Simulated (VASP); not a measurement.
Here is a VASP 6.6.1 calculation.

The input INCAR:

```
PREC = Accurate ; ENCUT = 840
EDIFF = 1E-6 ; ISMEAR = 0
SIGMA = 0.1 ; LREAL = False
LASPH = True ; NELM = 120
ALGO = Normal ; ISIF = 2
LWAVE = False ; LCHARG = False
GGA = CA ; NBANDS = 24
GGA_COMPAT = False
```

KPOINTS

```
regular mesh
0
Gamma
  6 6 4
```

File POSCAR:

```
MgO
1.0
    3.3077869865      0.0000000000      0.0000000000
   -1.6538934933      2.8646275606      0.0000000000
    0.0000000000      0.0000000000      4.9828816700
Mg O
2 2
Direct
    0.3333333300      0.6666666700      0.0021597400
    0.6666666700      0.3333333300      0.5021597400
    0.3333333300      0.6666666700      0.4024402600
    0.6666666700      0.3333333300      0.9024402600
```

Potentials or basis: VASP PAW LDA potentials, release 64 (Mg_sv, O).

Launch:

```sh
$ cat potpaw_LDA.64/Mg_sv/POTCAR potpaw_LDA.64/O/POTCAR > POTCAR
$ mpirun -np 1 vasp_std > vasp.out
```

(1) What does it give for the pressure?

(2) What does it give for the band gap on the k mesh?

(3) Predict the largest force.

Results:

(1) -3.9 GPa.

(2) 3.37 eV.

(3) 0.033 eV/Å.

Caveat: the cell stands under tension.
